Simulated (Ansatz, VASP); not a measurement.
One calculation of TaN, two programs

Contents of INCAR:

```
PREC = Accurate ; ENCUT = 520
EDIFF = 1E-7 ; ISMEAR = -1
SIGMA = 0.01 ; LREAL = False
LASPH = True ; NELM = 60
ALGO = Normal ; ISIF = 2
LWAVE = False ; LCHARG = False
GGA = PE ; NBANDS = 24
```

KPOINTS

```
regular mesh
0
Gamma
  9 9 5
```

File POSCAR:

```
TaN
1.0
    3.0175219588      0.0000000000      0.0000000000
   -1.5087609794      2.6132506728      0.0000000000
    0.0000000000      0.0000000000      4.9180000000
Ta N
2 2
Direct
    0.0000000000      0.0000000000      0.0000000000
    0.0000000000      0.0000000000      0.5000000000
    0.3333333333      0.6666666667      0.2500000000
    0.6666666667      0.3333333333      0.7500000000
```

Input for Ansatz:

```yaml
crystal:
  lattice:
    - [3.0175219588, 0.0, 0.0]
    - [-1.5087609794, 2.6132506728, 0.0]
    - [0.0, 0.0, 4.918]
  atoms:
    - { symbol: Ta, position: [0.0, 0.0, 0.0] }
    - { symbol: Ta, position: [0.0, 0.0, 0.5] }
    - { symbol: "N", position: [0.3333333333, 0.6666666667, 0.25] }
    - { symbol: "N", position: [0.6666666667, 0.3333333333, 0.75] }
kpoints:
  mp_grid: { grid: [9, 9, 5] }
  band_path:
    path:
      - [0.0, 0.0, 0.0]
      - [0.5, 0.0, 0.0]
      - [0.3333333333, 0.3333333333, 0.0]
      - [0.0, 0.0, 0.0]
      - [0.0, 0.0, 0.5]
      - [0.5, 0.0, 0.5]
      - [0.3333333333, 0.3333333333, 0.5]
      - [0.0, 0.0, 0.5]
      - [0.5, 0.0, 0.5]
    npoints: 5
scf:
  occupations: { method: fermi_dirac, width: 0.01 }
hamiltonian:
  xc: pbe
  pseudopotentials: { kind: all_electron, lapw: { basis_error: 0.0005 } }
output:
  forces: true
  stress: true
  eigenvalues: true
```

Change from the starting cell: equal xx and yy strain of -1 %.

Alike in both runs: task single point; functional PBE; k mesh 9 × 9 × 5; occupations fermi-dirac, width 0.01 eV; no spin polarisation.

|  | VASP | Ansatz |
| --- | --- | --- |
| version | VASP 6.6.1 | Ansatz 0.2.0 |
| potentials or method | VASP PAW PBE potentials, release 64 (Ta_pv, N), cutoff 520 eV | all-electron LAPW, scalar-relativistic |

Ansatz gave:

| Quantity | Value |
| --- | --- |
| pressure (GPa) | 68.8 |
| traceless stress, the component that is largest in VASP (GPa) | 61.79 |

**Question.** Estimate VASP's values.

**Answer.** Pressure (GPa): 71.0; traceless stress, the component that is largest in VASP (GPa): 62.54.

Both programs put the cell under a high pressure, so it lies far from rest at this level. Ansatz ran all-electron here, and VASP with PAW potentials.

Spin-orbit coupling is off throughout. Noted on VASP's run: the cell as given lies far from equilibrium.
